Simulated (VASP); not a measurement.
Zn:

```xyz
2
Lattice="2.6648 0.0000 0.0000 -1.3324 2.3078 0.0000 0.0000 0.0000 4.9467" Properties=species:S:1:pos:R:3 pbc="T T T"
Zn    0.0000    1.5385    1.2367
Zn    1.3324    0.7693    3.7100
```

- Program: VASP 6.6.1
- Task: relaxation of cell and atoms
- Functional: revPBE
- Potentials or basis: VASP PAW PBE potentials, release 64 (Zn)
- Cutoff: 600 eV
- k mesh: 13 × 13 × 7
- Occupations: fermi-dirac, width 0.1 eV
- Spin: no spin polarisation

At the start: pressure 2.2 GPa; volume 15.21 Å³/atom.

Question: Where does the relaxation end?

Answer: Over 6 steps the energy falls by 3.2 meV/atom and the volume is 15.72 Å³/atom (+3.3 %); space group P6_3/mmc (No. 194, to 0.05 Å).

Step by step:
| step | energy change (eV) | largest force (eV/Å) | pressure (GPa) | volume (Å³) |
| --- | --- | --- | --- | --- |
| 1 | 0.0000 | 0.0000 | 2.23 | 30.42 |
| 2 | -0.0059 | 0.0000 | -0.09 | 31.36 |
| 3 | -0.0059 | 0.0000 | 0.05 | 31.31 |
| 4 | -0.0059 | 0.0000 | 0.04 | 31.33 |
| 5 | -0.0062 | 0.0000 | 0.06 | 31.36 |
| 6 | -0.0064 | 0.0000 | 0.00 | 31.43 |

Final structure:
```
CELL_PARAMETERS angstrom
2.68479 0.00000 0.00000
-1.34240 2.32510 0.00000
0.00000 0.00000 5.03507
ATOMIC_POSITIONS crystal
Zn 0.33333 0.66667 0.25000
Zn 0.66667 0.33333 0.75000
```

Caveat: the PAW data sets were made with another functional, which shifts forces and pressure a little.
